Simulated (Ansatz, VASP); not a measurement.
**AlN in VASP and in Ansatz**

The input POSCAR:

```
AlN
1.0
    0.0000000000      2.1839935596      2.1839935596
    2.1839935596      0.0000000000      2.1839935596
    2.1839935596      2.1839935596      0.0000000000
Al N
1 1
Direct
    0.0000000000      0.0000000000      0.0000000000
    0.2500000000      0.2500000000      0.2500000000
```

The input INCAR.step1:

```
SYSTEM = AlN
PREC     = Accurate       ! precision mode
ENCUT    = 520            ! plane-wave cutoff, eV
EDIFF    = 1E-5           ! SCF threshold, eV
ISMEAR   = -1             ! smearing method
SIGMA    = 0.05           ! smearing width, eV
LREAL    = .False.        ! projectors in reciprocal space
LASPH    = .True.         ! aspherical terms in the spheres
NELM     = 100            ! most SCF steps
ALGO     = Normal         ! electronic algorithm
ISIF     = 2              ! what is computed and relaxed
LWAVE    = .True.         ! write WAVECAR
LCHARG   = .False.        ! write CHGCAR
GGA      = PE             ! functional
NBANDS   = 11             ! bands
```

The input INCAR.step2:

```
SYSTEM = AlN
PREC     = Accurate       ! precision mode
ENCUT    = 520            ! plane-wave cutoff, eV
EDIFF    = 1E-6           ! SCF threshold, eV
ISMEAR   = -1             ! smearing method
SIGMA    = 0.05           ! smearing width, eV
LREAL    = .False.        ! projectors in reciprocal space
LASPH    = .True.         ! aspherical terms in the spheres
NELM     = 100            ! most SCF steps
ALGO     = Normal         ! electronic algorithm
ISIF     = 2              ! what is computed and relaxed
LWAVE    = .False.        ! write WAVECAR
LCHARG   = .False.        ! write CHGCAR
GGA      = PE             ! functional
LHFCALC  = .True.         ! exact exchange
AEXX     = 0.25           ! exact-exchange fraction
HFSCREEN = 0.3            ! screening, 1/A
PRECFOCK = Normal       
ISTART   = 1            
NBANDS   = 11             ! bands
```

Contents of KPOINTS:

```
regular mesh
0
Gamma
  5 5 5
  0 0 0
```

File input.yaml:

```yaml
crystal:
  lattice:
    - [0.0, 2.1839935596, 2.1839935596]
    - [2.1839935596, 0.0, 2.1839935596]
    - [2.1839935596, 2.1839935596, 0.0]
  atoms:
    - { symbol: Al, position: [0.0, 0.0, 0.0] }
    - { symbol: "N", position: [0.25, 0.25, 0.25] }
hamiltonian:
  xc: { exchange: pbe, correlation: pbe, exx: { coeff: 0.25, omega: 0.3 } }
  pseudopotentials: { kind: paw }
kpoints:
  mp_grid: { grid: [5, 5, 5] }
  band_path:
    path:
      - [[0.0, 0.0, 0.0], [0.5, 0.0, 0.5], [0.5, 0.25, 0.75], [0.375, 0.375, 0.75], [0.0, 0.0, 0.0], [0.5, 0.5, 0.5], [0.625, 0.25, 0.625], [0.5, 0.25, 0.75], [0.5, 0.5, 0.5], [0.375, 0.375, 0.75]]
      - [[0.625, 0.25, 0.625], [0.5, 0.0, 0.5]]
    npoints: 4
scf:
  occupations: { method: fermi_dirac, width: 0.05 }
  n_extra_bands: 6
output:
  forces: true
  stress: true
  eigenvalues: true
  fatbands: false
```

Alike in both runs: functional PBE-based screened hybrid; k mesh 5 × 5 × 5; occupations fermi-dirac, width 0.05 eV; no spin polarisation.

```csv
,VASP,Ansatz
version,VASP 6.6.1,Ansatz 0.2.0
potentials or method,"VASP PAW PBE potentials, release 64 (Al, N)",Ansatz PAW
plane-wave cutoff (eV),520,420
valence electrons in the cell,8,8
task,single point,band structure
```

|  | VASP | Ansatz | Ansatz less VASP |
| --- | --- | --- | --- |
| gap on the k mesh at the Fermi level (eV) | 4.94 | 4.94 | +0.002 |
| pressure (GPa) | -0.3 | -0.1 | +0.14 |

VASP's potentials were made for PBE, not for PBE-based screened hybrid.

The k mesh is coarse, so the values compare programs but aren't converged.
